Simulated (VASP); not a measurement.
Write the native input for VASP 6.6.1 that does the following.

```yaml
Task: single point
Functional: PBEsol
Potentials_or_basis: VASP PAW PBE potentials, release 64 (K_sv, Mg, F)
Cutoff: 600 eV
k_mesh: 6 × 6 × 6
Occupations: gaussian, width 0.02 eV
Spin: no spin polarisation
Dipole_correction: no
Further_INCAR_settings: ALGO = Normal; EDIFF = 1e-06; NBANDS = 24
```

The structure of KMgF3 lies in POSCAR:

```
KMgF3
1.0
    3.8116473583      0.0000000000      0.0000000000
    0.0000000000      4.0351019472      0.0000000000
    0.0000000000      0.0000000000      4.0351019472
K Mg F
1 1 3
Direct
    0.5000000000      0.5000000000      0.5000000000
    0.0000000000      0.0000000000      0.0000000000
    0.0000000000      0.5000000000      0.0000000000
    0.0000000000      0.0000000000      0.5000000000
    0.5000000000      0.0000000000      0.0000000000
```

This cell differs from its parent crystal: uniaxial strain along a: -4.5 %, then relaxed in part.

These files were run (other wordings do the same):

INCAR

```
SYSTEM = KMgF3
PREC = Accurate ; ENCUT = 600
EDIFF = 1E-6 ; ISMEAR = 0
SIGMA = 0.02 ; LREAL = .False.
LASPH = .True. ; NELM = 120
ALGO = Normal ; ISIF = 2
LWAVE = .False. ; LCHARG = .False.
GGA = PS ; NBANDS = 24
GGA_COMPAT = .False.
```

KPOINTS

```
Automatic mesh
0
Gamma
  6 6 6
  0 0 0
```

Potentials or basis: VASP PAW PBE potentials, release 64 (K_sv, Mg, F).

Command:

```console
$ cat potpaw_PBE.64/K_sv/POTCAR potpaw_PBE.64/Mg/POTCAR potpaw_PBE.64/F/POTCAR > POTCAR
$ mpirun -np 1 vasp_std > vasp.out
```

Results of the run:

The pressure is 1.8 GPa. The band gap on the k mesh is 7.25 eV (least direct gap 7.58 eV).

Caveat: the cell differs from its parent crystal (uniaxial strain along a: -4.5 %, then relaxed in part); the stress differs along the axes, from -0 to 6 GPa; the PAW data sets were made with another functional, which shifts forces and pressure a little.

It took 35 s on 1 thread of AMD EPYC 9R45 96-Core Processor (Zen 5), with other jobs on the host, peak memory 0.19 GiB.
